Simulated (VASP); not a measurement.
The system is GaN.

```xyz
2
Lattice="0.0000 2.2832 2.2832 2.2832 0.0000 2.2832 2.2832 2.2832 0.0000" Properties=species:S:1:pos:R:3 pbc="T T T"
Ga    0.0000    0.0000    0.0000
N     1.1416    1.1416    1.1416
```

This cell differs from its parent crystal: volume scaled by 1.04.

Base run:

| Quantity | Value |
| --- | --- |
| Program | VASP 6.6.1 |
| Functional | PBEsol |
| Potentials or basis | VASP PAW PBE potentials, release 64 (Ga_d, N) |
| Cutoff | 520 eV |
| k mesh | 10 × 10 × 10 |
| Occupations | fermi-dirac, width 0.05 eV |
| Spin | no spin polarisation |

Its results: band gap on the k mesh 1.43 eV, direct; pressure -7.8 GPa.

Problem. The run is repeated on the same cell with these changes: functional from PBEsol to BLYP. What comes out?

Solution. Band gap on the k mesh 1.55 eV, direct; pressure 4.6 GPa.

BLYP binds less tightly than PBEsol, so the same cell stands under more pressure.

Caveats: the PAW data sets were made with another functional, which shifts forces and pressure a little.

